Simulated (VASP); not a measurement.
Here is a VASP 6.6.1 calculation.

Contents of INCAR:

```
SYSTEM = C
PREC = Accurate
ENCUT = 520
EDIFF = 1E-6
ISMEAR = 0
SIGMA = 0.1
LREAL = Auto
LASPH = .True.
NELM = 100
ALGO = Normal
ISIF = 2
LWAVE = .False.
LCHARG = .False.
GGA = PE
NBANDS = 78
```

Contents of KPOINTS:

```
Automatic mesh
0
Gamma
  4 4 4
  0 0 0
```

The input POSCAR:

```
C
1.0
    6.1662906811     -2.1360657508      0.0000000000
    1.2332581362     -6.4081972523      0.0000000000
    2.4665162724     -2.8480876677     -8.5756693636
C
29
Direct
    0.2475259888      0.7400199154      0.2638677990
    0.1041257167      0.4537397990      0.2655681911
   -0.0382112062      0.1685297353      0.2643545249
    0.8190469071      0.8829565736      0.2636983662
    0.6761735419      0.5972206142      0.2638933364
    0.5332805759      0.3115772313      0.2637107267
    0.3900022707      0.0257132790      0.2645251238
    0.5808803204      0.0734564293      0.2637535222
    0.4379996161      0.7877408406      0.2638957852
    0.2948352336      0.5017396416      0.2645041342
    0.1517448462      0.2158111494      0.2654923952
    0.0095127093      0.9306746127      0.2637302004
    0.8665468472      0.6444879050      0.2645639546
    0.7238264723      0.3591796717      0.2637162073
    0.2792351741      0.6451583033      0.7360316417
    0.1433464878      0.3564124930      0.7104689724
    1.0049327190      0.0774355736      0.7013668257
    0.8639638637      0.7905361451      0.7045870991
    0.7196329906      0.5052603171      0.7074834328
    0.5823590824      0.2135500899      0.7067730509
    0.4355032193      0.9325951594      0.7058043802
    0.6285287077      0.9813704072      0.7014623285
    0.4839722306      0.6963033351      0.7105526976
    0.3311499712      0.3905145215      0.7360798012
    0.1950710380      0.1233249900      0.7055346636
    1.0475087406      0.8416298797      0.7068466312
    0.9096388981      0.5495478933      0.7075123518
    0.7672995986      0.2662021009      0.7046946126
    0.2543107972      0.4661448303      0.8902596026
```

Potentials or basis: VASP PAW PBE potentials, release 64 (C).

Run with:

```console
$ cat potpaw_PBE.64/C/POTCAR > POTCAR
$ mpirun -np 1 vasp_std > vasp.out
```

Question: Predict the largest force.

Answer: 0.095 eV/Å.

Question: What does it give for the band gap on the k mesh?

Answer: Zero (bands 58 and 59 overlap by 0.04 eV).

Forces on the atoms (eV/Å):
```
C   -0.003 -0.006 -0.005
C   -0.001 -0.004 -0.003
C    0.000  0.004  0.001
C    0.006  0.000  0.002
C   -0.003  0.003  0.003
C    0.000 -0.003  0.003
C   -0.001  0.004 -0.001
C   -0.007  0.003  0.006
C    0.001 -0.003 -0.001
C    0.001  0.005  0.005
C    0.000 -0.002 -0.001
C    0.001 -0.001  0.001
C    0.001  0.003 -0.003
C   -0.001 -0.002 -0.002
C    0.007 -0.025  0.023
C    0.013 -0.011 -0.004
C   -0.011  0.005 -0.004
C   -0.002  0.014 -0.006
C    0.020  0.006 -0.007
C   -0.016 -0.008  0.006
C    0.010 -0.022  0.030
C   -0.018  0.009 -0.002
C   -0.009 -0.009 -0.003
C   -0.015  0.036  0.047
C    0.006 -0.003 -0.010
C    0.012  0.004  0.003
C    0.010 -0.002  0.006
C    0.007  0.007  0.011
C   -0.006 -0.003 -0.095
```
